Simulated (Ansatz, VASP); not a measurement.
# Two plane-wave programs on Hg

```
CELL_PARAMETERS angstrom
4.62904 0.00000 0.00000
-2.31452 4.00887 0.00000
0.00000 0.00000 3.94590
ATOMIC_POSITIONS crystal
Hg 0.66667 0.33333 0.50000
Hg 0.00000 0.00000 0.00000
Hg 0.33333 0.66667 0.50000
```

Alike in both runs: task single point; functional PBE; k mesh 7 × 7 × 7; occupations fermi-dirac, width 0.05 eV; no spin polarisation.

|  | VASP | Ansatz |
| --- | --- | --- |
| version | VASP 6.6.1 | Ansatz 0.2.0 |
| potentials or method | VASP PAW PBE potentials, release 64 (Hg) | Ansatz PAW |
| plane-wave cutoff (eV) | 520 | 420 |
| valence electrons in the cell | 36 | 60 |

Ansatz gave:

- gap on the k mesh at the Fermi level (eV): none
- pressure (GPa): 9.0
- traceless stress, the component that is largest in VASP (GPa): -6.33

Which values does VASP return?

gap on the k mesh at the Fermi level (eV): none; pressure (GPa): 9.6; traceless stress, the component that is largest in VASP (GPa): -6.75.

A gap of «none» marks a metal or a gap that the smearing closes. The functional is the same, so the differences come from potentials, cutoffs and numerics. VASP's potentials hold 36 valence electrons a cell and Ansatz's 60, so a difference there can come from the potentials and not from the codes.

Spin-orbit coupling is off throughout.
